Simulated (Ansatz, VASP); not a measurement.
**One calculation of Ge, two programs**

```xyz
4
Lattice="3.9986 0.0000 0.0000 -1.9993 3.4629 0.0000 0.0000 0.0000 6.5920" Properties=species:S:1:pos:R:3 pbc="T T T"
Ge    1.9993    1.1543    0.4138
Ge    0.0000    2.3086    3.7098
Ge    1.9993    1.1543    2.8822
Ge    0.0000    2.3086    6.1782
```

Alike in both runs: task relaxation of cell and atoms; functional PBEsol; k mesh 12 × 12 × 6; occupations gaussian, width 0.1 eV; no spin polarisation.

```csv
,VASP,Ansatz
version,VASP 6.6.1,Ansatz 0.2.0
potentials or method,"VASP PAW PBE potentials, release 64 (Ge_d), cutoff 600 eV","scalar-relativistic, plane waves, PAW"
valence electrons in the cell,56,56
```

Ansatz gave:

* gap on the k mesh at the Fermi level, each at its own relaxed structure (eV): none
* relaxed volume (Å³/atom): 22.82
* relaxed cell length with the largest relative difference (Å): 6.596

Which values does VASP return?

gap on the k mesh at the Fermi level, each at its own relaxed structure (eV): none; relaxed volume (Å³/atom): 22.79; relaxed cell length with the largest relative difference (Å): 6.590.

VASP's potentials were made for PBE, not for PBEsol, and Ansatz warns of the same on its side. A gap of «none» marks a metal or a gap that the smearing closes.
